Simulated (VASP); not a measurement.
Wanted: the native input for a VASP 6.6.1 run.

```
Task                   : single point
Functional             : PBEsol
Potentials or basis    : VASP PAW PBE potentials, release 64 (Mg, O, H)
Cutoff                 : 520 eV
k mesh                 : 9 × 9 × 1
Occupations            : gaussian, width 0.05 eV
Spin                   : collinear spin
Starting moments       : [0.0, 0.0, 0.0, 0.0, 0.0, 0.0, 1.0] μB
Dipole correction      : yes
Further INCAR settings : ALGO = Normal; EDIFF = 1e-06; NBANDS = 26
```

The structure of Mg3HO3 lies in POSCAR:

```
Mg3HO3
1.0
    2.9804137519      0.0000000000      0.0000000000
    0.0000000000      2.9804137519      0.0000000000
    0.0000000000      0.0000000000     21.2399431533
Mg O H
3 3 1
Direct
    0.5000000000      0.5000000000      0.1883244212
    0.0000000000      0.0000000000      0.2877909891
    0.5000000000      0.5000000000      0.3857349348
    0.0000000000      0.0000000000      0.1883244212
    0.5000000000      0.5000000000      0.2873494718
    0.0000000000      0.0000000000      0.3879456312
    0.5000000000      0.0000000000      0.5164770486
```

One way to write it, as run:

INCAR

```
SYSTEM = Mg3HO3
PREC = Accurate
ENCUT = 520
EDIFF = 1E-6
ISMEAR = 0
SIGMA = 0.05
LREAL = .FALSE.
LASPH = .TRUE.
NELM = 150
ALGO = Normal
ISIF = 2
LWAVE = .FALSE.
LCHARG = .FALSE.
ISPIN = 2
MAGMOM = 0 0 0 0 0 0 1
LORBIT = 11
LDIPOL = .TRUE.
IDIPOL = 3
DIPOL = 0.5 0.5 0.320
GGA = PS
NBANDS = 26
```

KPOINTS

```
regular mesh
0
G
  9 9 1
  0 0 0
```

Potentials or basis: VASP PAW PBE potentials, release 64 (Mg, O, H).

Run with:

```bash
$ cat potpaw_PBE.64/Mg/POTCAR potpaw_PBE.64/O/POTCAR potpaw_PBE.64/H/POTCAR > POTCAR
$ mpirun -np 1 vasp_std > vasp.out
```

It gave:

The largest force is 0.437 eV/Å. The band gap on the k mesh is 1.47 eV and the net moment is 1.00 μB per cell. The site moments are Mg +0.00, -0.00 (each value once); O +0.00, +0.04 (each value once); H +0.36 μB. The valence electrons inside the program's atomic spheres are Mg 0.37, 0.41 (each value once); O 5.03, 5.08, 5.02; H 0.37.

Caveat: the PAW data sets were made with another functional, which shifts forces and pressure a little.

Run time: 4.1 min on 1 thread of AMD EPYC 9R45 96-Core Processor (Zen 5), with other jobs on the host, peak memory 0.42 GiB.
